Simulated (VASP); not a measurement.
# TiAl: single point with PBEsol

The system is TiAl.

```xyz
2
Lattice="2.7812 0.0000 0.0000 -1.3906 2.4086 0.0000 0.0000 0.0000 4.8184" Properties=species:S:1:pos:R:3 pbc="T T T"
Ti    0.0000    0.0000    0.0000
Al    0.0000    1.6058    2.4092
```

This cell differs from its parent crystal: strain -0.030 along x and y, +0.030 along z.

```yaml
Program: VASP 6.6.1
Task: single point
Functional: PBEsol
Potentials_or_basis: VASP PAW PBE potentials, release 64 (Ti_sv, Al)
Cutoff: 520 eV
k_mesh: 18 × 18 × 10
Occupations: gaussian, width 0.15 eV
Spin: no spin polarisation
Dipole_correction: no
Further_INCAR_settings: ALGO = Normal; EDIFF = 1e-06; NBANDS = 14
```

```
Pressure : 0.2 GPa
```

Stress tensor (GPa, compression positive):
```
 3.84  0.00  0.00
 0.00  3.84  0.00
 0.00  0.00 -7.21
```

Levels at points of the mesh, in eV from the Fermi level:
```tsv
k point	band 4	band 5	band 6	band 7	band 8	band 9	band 10	band 11
(0.00, 0.00, 0.00)	-32.14	-9.24	-2.62	-2.34	1.32	1.32	3.01	3.01
(0.50, 0.00, 0.00)	-32.32	-3.73	-2.72	-1.70	-1.20	2.29	3.93	4.00
(0.00, 0.00, 0.50)	-32.14	-8.47	-5.49	-0.82	1.33	1.33	2.97	2.97
(0.50, 0.00, 0.50)	-32.32	-3.68	-2.53	-1.97	0.67	0.88	2.15	2.53
```

Wall time 33 s on 1 thread of Intel(R) Xeon(R) 6975P-C (Granite Rapids), on a shared host, peak memory 0.24 GiB.

Caveat: the cell differs from its parent crystal (strain -0.030 along x and y, +0.030 along z); the PAW data sets were made with another functional, which shifts forces and pressure a little.
